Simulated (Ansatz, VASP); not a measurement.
# Zn in VASP and in Ansatz

```
Zn
1.0
     0.00000    2.96547    2.96547
     2.96547    0.00000    2.96547
     2.96547    2.96547    0.00000
Zn
2
Direct
  0.12500 0.12500 0.12500
  0.87500 0.87500 0.87500
```

Alike in both runs: functional revPBE; k mesh 10 × 10 × 10; occupations fermi-dirac, width 0.1 eV; no spin polarisation.

Ansatz relaxed the structure, and its values are those at the end. VASP's run is a single point on that final structure, the one shown.

|  | VASP | Ansatz |
| --- | --- | --- |
| version | VASP 6.6.1 | Ansatz 0.2.0 |
| potentials or method | VASP PAW PBE potentials, release 64 (Zn), cutoff 520 eV | plane waves (420 eV) with PAW, scalar-relativistic |
| valence electrons in the cell | 24 | 24 |

|  | VASP | Ansatz | Ansatz less VASP |
| --- | --- | --- | --- |
| pressure (GPa) | 0.1 | 0.0 | -0.09 |

VASP's potentials were made for PBE, not for revPBE.
